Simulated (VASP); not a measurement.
A run of VASP 6.6.1:

INCAR

```
  ALGO = Normal
  EDIFF = 1E-6
  ENCUT = 520
  GGA = PS
  ISIF = 2
  ISMEAR = -1
  LASPH = T
  LCHARG = F
  LREAL = F
  LWAVE = F
  NBANDS = 34
  NELM = 100
  PREC = Accurate
  SIGMA = 0.1
```

The input KPOINTS:

```
k-points
0
Gamma
  6 6 6
```

Contents of POSCAR:

```
Ti2H
1.0
    4.1720406554      0.0000000000      0.0000000000
    0.0000000000      4.1720406554      0.0000000000
    0.0000000000      0.0000000000      4.1720406554
Ti H
4 2
Direct
    0.2500000000      0.7500000000      0.2500000000
    0.7500000000      0.2500000000      0.2500000000
    0.2500000000      0.2500000000      0.7500000000
    0.7500000000      0.7500000000      0.7500000000
    0.0000000000      0.0000000000      0.0000000000
    0.5000000000      0.5000000000      0.5000000000
```

Potentials or basis: VASP PAW PBE potentials, release 64 (Ti_sv, H).

The run is started by

```bash
$ cat potpaw_PBE.64/Ti_sv/POTCAR potpaw_PBE.64/H/POTCAR > POTCAR
$ mpirun -np 1 vasp_std > vasp.out
```

Hardware: 1 thread of Intel(R) Xeon(R) Platinum 8488C (Sapphire Rapids), on a shared host.

Q: How long does it take, and how much memory?

A: It took 27 s on 1 thread of Intel(R) Xeon(R) Platinum 8488C (Sapphire Rapids) (shared host), peak memory 0.18 GiB. Counts: scf iterations 14, k points 20.
